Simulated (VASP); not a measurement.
# Sc (Fm-3m) in VASP: further runs, part 2 of 2

VASP 6.6.1. The steps go on from the part before.

### 5 Single point, r2SCAN (24.18 Å³/atom)

This run uses another cell than the first one, of 24.18 Å³/atom.

POSCAR

```
Sc
1.0
    0.0000000000      2.2950756856      2.2950756856
    2.2950756856      0.0000000000      2.2950756856
    2.2950756856      2.2950756856      0.0000000000
Sc
1
Direct
    0.0000000000      0.0000000000      0.0000000000
```

INCAR.step1

```
SYSTEM = Sc
PREC = Accurate ; ENCUT = 520
ISMEAR = -1 ; SIGMA = 0.1
LREAL = .False. ; LASPH = .True.
NELM = 60 ; NBANDS = 12
GGA = PE ; ALGO = Normal
EDIFF = 1E-4 ; LWAVE = .True.
LCHARG = .False.
```

INCAR.step2

```
SYSTEM = Sc
PREC = Accurate ; ENCUT = 520
EDIFF = 1E-6 ; ISMEAR = -1
SIGMA = 0.1 ; LREAL = .False.
LASPH = .True. ; NELM = 60
ALGO = Normal ; ISIF = 2
LWAVE = .False. ; LCHARG = .False.
METAGGA = R2SCAN ; LMIXTAU = .True.
NBANDS = 12 ; ISTART = 1
```

KPOINTS

```
Automatic mesh
0
Gamma
  13 13 13
  0 0 0
```

Potentials or basis: VASP PAW PBE potentials, release 64 (Sc_sv).

Launch:

```bash
$ cat potpaw_PBE.64/Sc_sv/POTCAR > POTCAR
$ cp INCAR.step1 INCAR
$ mpirun -np 1 vasp_std > vasp.out
$ cp INCAR.step2 INCAR
$ mpirun -np 1 vasp_std > vasp.out
```

OUTCAR:

```text
SYSTEM = Sc
   PREC = Accurate
   ENCUT = 520
   EDIFF = 1E-6
   ISMEAR = -1
   LREAL = .False.
   LASPH = .True.
   NELM = 60
   ISIF = 2
   METAGGA = R2SCAN
   ISTART = 1

 ion  position               nearest neighbor table
   1  0.000  0.000  0.000-

  LATTYP: Found a face centered cubic cell.
 ALAT       =     4.5901513712

  Lattice vectors:

 A1 = (   0.0000000000,   2.2950756856,   2.2950756856)
 A2 = (   2.2950756856,   0.0000000000,   2.2950756856)
 A3 = (   2.2950756856,   2.2950756856,   0.0000000000)

Analysis of symmetry for initial positions (statically):
=====================================================================
 Subroutine PRICEL returns:
 Original cell was already a primitive cell.

 Routine SETGRP: Setting up the symmetry group for a
 face centered cubic supercell.

 Subroutine GETGRP returns: Found 48 space group operations
 (whereof 48 operations were pure point group operations)
 out of a pool of 48 trial point group operations.

The static configuration has the point symmetry O_h .

Analysis of symmetry for dynamics (positions and initial velocities):
=====================================================================
 Subroutine PRICEL returns:
 Original cell was already a primitive cell.

 Routine SETGRP: Setting up the symmetry group for a
 face centered cubic supercell.

 Subroutine GETGRP returns: Found 48 space group operations
 (whereof 48 operations were pure point group operations)
 out of a pool of 48 trial point group operations.

The dynamic configuration has the point symmetry O_h .

 Subroutine INISYM returns: Found 48 space group operations
 (whereof 48 operations are pure point group operations),
 and found     1 'primitive' translations

----------------------------------------------------------------------------------------

                                     Primitive cell

  volume of cell :      24.1780

  direct lattice vectors                    reciprocal lattice vectors
     0.000000000  2.295075686  2.295075686    -0.217857739  0.217857739  0.217857739
     2.295075686  0.000000000  2.295075686     0.217857739 -0.217857739  0.217857739
     2.295075686  2.295075686  0.000000000     0.217857739  0.217857739 -0.217857739

  length of vectors
     3.245727161  3.245727161  3.245727161     0.377340673  0.377340673  0.377340673

  position of ions in fractional coordinates (direct lattice)
     0.000000000  0.000000000  0.000000000

  ion indices of the primitive-cell ions
   primitive index   ion index
                 1           1

----------------------------------------------------------------------------------------

 KPOINTS: Automatic mesh

Automatic generation of k-mesh.
 Grid dimensions read from file:
 generate k-points for:   13   13   13

 Generating k-lattice:

  Cartesian coordinates                     Fractional coordinates (reciprocal lattice)
    -0.016758288  0.016758288  0.016758288     0.076923077  0.000000000  0.000000000
     0.016758288 -0.016758288  0.016758288     0.000000000  0.076923077  0.000000000
     0.016758288  0.016758288 -0.016758288     0.000000000  0.000000000  0.076923077

  Length of vectors
     0.029026206  0.029026206  0.029026206

  Shift w.r.t. Gamma in fractional coordinates (k-lattice)
     0.000000000  0.000000000  0.000000000

 Subroutine IBZKPT returns following result:
 ===========================================

 Found     84 irreducible k-points:

 Following reciprocal coordinates:
            Coordinates               Weight
  0.000000  0.000000  0.000000      1.000000
  0.076923  0.000000  0.000000      8.000000
  0.153846  0.000000  0.000000      8.000000
  0.230769  0.000000  0.000000      8.000000
  0.307692  0.000000  0.000000      8.000000
  0.384615  0.000000  0.000000      8.000000
[... 16 lines left out ...]
  0.384615  0.153846  0.000000     24.000000
  0.461538  0.153846  0.000000     24.000000
 [... further k-points ...]
   k-points           NKPTS =     84   k-points in BZ     NKDIM =     84   number of bands    NBANDS=     12
   number of dos      NEDOS =    301   number of ions     NIONS =      1
   total plane-waves  NPLWV =  13824
   dimension x,y,z NGX =    24 NGY =   24 NGZ =   24
   dimension x,y,z NGXF=    48 NGYF=   48 NGZF=   48
   ions per type =               1
   NGX,Y,Z   is equivalent  to a cutoff of  12.29, 12.29, 12.29 a.u.
   NGXF,Y,Z  is equivalent  to a cutoff of  24.59, 24.59, 24.59 a.u.
 SYSTEM =  Sc
   PREC   = accura    normal or accurate (medium, high low for compatibility)
   ISTART =      1    job   : 0-new  1-cont  2-samecut
   ICHARG =      0    charge: 1-file 2-atom 10-const
   ISPIN  =      1    spin polarized calculation?
   LNONCOLLINEAR =      F non collinear calculations
   LSORBIT =      F    spin-orbit coupling
   LASPH  =      T    aspherical Exc in radial PAW
   ENCUT  =  520.0 eV  38.22 Ry    6.18 a.u.   6.03  6.03  6.03*2*pi/ulx,y,z
   NELM   =     60;   NELMIN=  2; NELMDL=  0     # of ELM steps
   EDIFF  = 0.1E-05   stopping-criterion for ELM
   LREAL  =      F    real-space projection
   EDIFFG = 0.1E-04   stopping-criterion for IOM
   NSW    =      0    number of steps for IOM
   IBRION =     -1    ionic relax: 0-MD 1-quasi-New 2-CG
   NFREE  =      0    steps in history (QN), initial steepest desc. (CG)
   ISIF   =      2    stress and relaxation
   ISYM   =      2    0-nonsym 1-usesym 2-fastsym
   POTIM  = 0.5000    time-step for ionic-motion
   TEBEG  =    0.0;   TEEND  =   0.0 temperature during run
   PSTRESS=    0.0 pullay stress
   NELECT =      11.0000    total number of electrons
   NUPDOWN=      -1.0000    fix difference up-down
   EMIN   =  10.00;   EMAX   =-10.00  energy-range for DOS
   EFERMI =   0.00;   METHOD = LEGACY
   ISMEAR =    -1;   SIGMA  =   0.10  broadening in eV -4-tet -1-fermi 0-gaus
   EFERMI_NEDOS =   21; number of points for ismear=-14 and -15
   IALGO  =     38    algorithm
   IMIX   =      4    mixing-type and parameters
     AMIX     =   0.40;   BMIX     =  1.00
     AMIX_MAG =   1.60;   BMIX_MAG =  1.00
  volume/ion in A,a.u.               =      24.18       163.16
  Fermi-wavevector in a.u.,A,eV,Ry     =   1.259115  2.379382 21.570275  1.585370
  Thomas-Fermi vector in A             =   2.392691
   LORBIT       =      0    0 simple, 1 ext, 2 COOP (PROOUT), +10 PAW based schemes
   METAGGA = R2SCAN    functional components
   LHFCALC =     F    Hartree Fock is set to
   AEXX    =    0.0000 exact exchange contribution
   IVDW    =     0    specifies the selected vdW correction
   LEPSILON=     F    determine dielectric tensor
   LRPA    =     F    only Hartree local field effects (RPA)
 non-spin polarized calculation
  energy-cutoff  :      520.00
  volume of cell :       24.18
 maximum number of plane-waves:       666
   NGX = 13   NGY = 13   NGZ = 13

 number of electron      10.9999996 magnetization

 Free energy of the ion-electron system (eV)
  ---------------------------------------------------
  ext. energy  EPLUGINS =         0.00000000
  ---------------------------------------------------
  free energy    TOTEN  =       -11.32088283 eV

  energy without entropy =      -11.26151538  energy(sigma->0) =      -11.29119910

 E-fermi :   3.9037     XC(G=0): -10.6957

 val. band max:        3.9008405931   @ k =  -0.4615   0.0769   0.0000
 cond. band min:       3.9105437664   @ k =  -0.3077   0.2308   0.0769
 fundamental gap:      0.0097031732
 Fermi energy:         3.9037411571

 k-point     1 :       0.0000    0.0000    0.0000
  band No.  band energies     occupation
      1     -47.5960      2.00000
      2     -25.0187      2.00000
      3     -25.0187      2.00000
      4     -25.0186      2.00000
      5      -1.7133      2.00000
      6       5.7260      0.00000
      7       5.7260      0.00000
      8       5.7260      0.00000
      9       7.2275      0.00000
     10       7.2275      0.00000
     11      16.9813      0.00000
     12      20.7686      0.00000
[... 331 lines left out ...]
 k-point    24 :       0.4615    0.1538    0.0000
  band No.  band energies     occupation
      1     -47.5268      2.00000
      2     -25.4024      2.00000
      3     -25.1232      2.00000
      4     -25.0976      2.00000
      5       2.0571      2.00000
      6       3.8487      1.26852
      7       5.2225      0.00000
      8       6.0720      0.00000
      9       8.1831      0.00000
     10       8.2315      0.00000
     11      11.8322      0.00000
     12      16.4946      0.00000

 [... further k-points ...]

------------------------ aborting loop because EDIFF is reached ----------------------------------------

  FORCE on cell =-STRESS in cart. coord.  units (eV):
  Direction    XX          YY          ZZ          XY          YZ          ZX
  --------------------------------------------------------------------------------------
  -------------------------------------------------------------------------------------
  Total        0.3682277      0.3682277      0.3682277     -0.0000000      0.0000000      0.0000000
  in kB       24.4009063     24.4009063     24.4009063     -0.0000000      0.0000000      0.0000000
  external PRESSURE =      24.4009063 kB  Pullay stress =       0.0000000 kB

 VOLUME and BASIS-vectors are now :
 -----------------------------------------------------------------------------
  energy-cutoff  :      520.00
  volume of cell :       24.18
      direct lattice vectors                 reciprocal lattice vectors
     0.000000000  2.295075686  2.295075686    -0.217857739  0.217857739  0.217857739
     2.295075686  0.000000000  2.295075686     0.217857739 -0.217857739  0.217857739
     2.295075686  2.295075686  0.000000000     0.217857739  0.217857739 -0.217857739

 POSITION                                       TOTAL-FORCE (eV/Angst)
 -----------------------------------------------------------------------------------
      0.00000      0.00000      0.00000        -0.000000      0.000000      0.000000
 -----------------------------------------------------------------------------------
    total drift:                               -0.000000      0.000000      0.000000

  FREE ENERGIE OF THE ION-ELECTRON SYSTEM (eV)
  ---------------------------------------------------
  free  energy   TOTEN  =       -11.3208828252 eV

  energy  without entropy=      -11.2615153751  energy(sigma->0) =      -11.29119910
```

OUTCAR.step1:

```text
SYSTEM = Sc
   PREC = Accurate
   ENCUT = 520
   ISMEAR = -1
   LREAL = .False.
   LASPH = .True.
[... 576 lines left out ...]
 -----------------------------------------------------------------------------------
      0.00000      0.00000      0.00000         0.000000     -0.000000      0.000000
 -----------------------------------------------------------------------------------
    total drift:                               -0.000000      0.000000     -0.000000

  FREE ENERGIE OF THE ION-ELECTRON SYSTEM (eV)
  ---------------------------------------------------
  free  energy   TOTEN  =        -6.2308399081 eV

  energy  without entropy=       -6.1687119673  energy(sigma->0) =       -6.19977594
```

OSZICAR.step1:

```text
N       E                     dE             d eps       ncg     rms          rms(c)
DAV:   1     0.763384733434E+02    0.76338E+02   -0.50327E+03  2024   0.894E+02
DAV:   2    -0.538360013152E+01   -0.81722E+02   -0.80022E+02  2016   0.288E+02
DAV:   3    -0.687721155787E+01   -0.14936E+01   -0.14608E+01  2724   0.512E+01
DAV:   4    -0.690155285999E+01   -0.24341E-01   -0.24325E-01  2468   0.518E+00
DAV:   5    -0.690190027891E+01   -0.34742E-03   -0.34741E-03  2800   0.562E-01    0.540E+00
DAV:   6    -0.631052439876E+01    0.59138E+00   -0.89272E-01  3028   0.136E+01    0.159E+00
DAV:   7    -0.623552673654E+01    0.74998E-01   -0.17477E-01  3164   0.576E+00    0.579E-01
DAV:   8    -0.623146763031E+01    0.40591E-02   -0.14460E-02  2464   0.173E+00    0.172E-01
DAV:   9    -0.623084922318E+01    0.61841E-03   -0.23233E-03  3008   0.704E-01    0.310E-02
DAV:  10    -0.623083990808E+01    0.93151E-05   -0.63868E-05  1312   0.112E-01
   1 F= -.62308399E+01 E0= -.61997759E+01  d E =-.621279E-01
```

Wall time 26 s (1 thread of Intel Xeon 6975P-C (Granite Rapids), shared host); peak memory 0.16 GiB.

Results:

```yaml
Free_energy: -11.3209 eV
Pressure: 2.4 GPa
Band_gap_on_the_k_mesh: zero (an odd number of electrons rules out a gap without spin polarisation)
```

Levels at points of the mesh, in eV from the Fermi level:
```csv
k point,band 2,band 3,band 4,band 5,band 6,band 7,band 8,band 9
"(0.00, 0.00, 0.00)",-28.92,-28.92,-28.92,-5.62,1.82,1.82,1.82,3.32
```

Caveat: the PAW data sets were made with another functional, which shifts forces and pressure a little.

### 6 Overview

| cell | k mesh | gap on the mesh (eV) | pressure (GPa) |
| --- | --- | --- | --- |
| a = 3.290 Å, angles 60.0°, 1 atom | 12 × 12 × 12 | none | 0.1 |
| a = 3.153 Å, angles 60.0°, 1 atom | 13 × 13 × 13 | none | 8.3 |
| a = 3.200 Å, angles 60.0°, 1 atom | 13 × 13 × 13 | none | 5.2 |
| a = 3.246 Å, angles 60.0°, 1 atom | 13 × 13 × 13 | none | 2.4 |

Alike in all rows: task single point; level r2SCAN; potentials or basis VASP PAW PBE potentials, release 64 (Sc_sv); no spin polarisation; cutoff (eV) 520; smearing fermi-dirac 0.1 eV.

Caveats: the PAW data sets were made with another functional, which shifts forces and pressure a little; the cell stands under pressure (at least some runs).

Total energies depend on the potentials used, so only differences within one code and one set of settings carry meaning.
